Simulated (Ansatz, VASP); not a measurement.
## One calculation of TaTiF4, two programs

```xyz
6
Lattice="0.0000 3.2102 3.2102 3.2102 0.0000 3.2102 3.2102 3.2102 0.0000" Properties=species:S:1:pos:R:3 pbc="T T T"
Ti    3.2102    3.2102    3.2102
Ta    1.6051    1.6051    1.6051
F     4.0118    4.0118    5.6187
F     4.0118    5.6187    4.0118
F     5.6187    4.0118    4.0118
F     5.6187    5.6187    5.6187
```

Change from the starting cell: species swapped into the DyCdNi4 type (F-43m, No. 216).

Alike in both runs: functional PBE; k mesh 10 × 10 × 10; occupations gaussian, width 0.1 eV; collinear spin.

Ansatz relaxed the structure, and its values are those at the end. VASP's run is a single point on that final structure, the one shown.

|  | VASP | Ansatz |
| --- | --- | --- |
| version | VASP 6.6.1 | Ansatz 0.2.0 |
| potentials or method | VASP PAW PBE potentials, release 64 (Ti_sv, Ta_pv, F), cutoff 520 eV | scalar-relativistic, plane waves, PAW |
| valence electrons in the cell | 51 | 53 |

```tsv
	VASP	Ansatz	Ansatz less VASP
gap on the k mesh at the Fermi level (eV)	none	none	-
pressure (GPa)	-0.2	0.0	+0.22
net moment per atom (μB)	0.17	0.17	0.000
size of the moment on the site where the two differ most (μB)	0.34	0.29	-0.049
```

Site moments also hang on the region over which each program counts them. A gap of «none» marks a metal or a gap that the smearing closes. VASP's potentials hold 51 valence electrons a cell and Ansatz's 53, so a difference there can come from the potentials and not from the codes.

Neither program's run includes spin-orbit coupling.
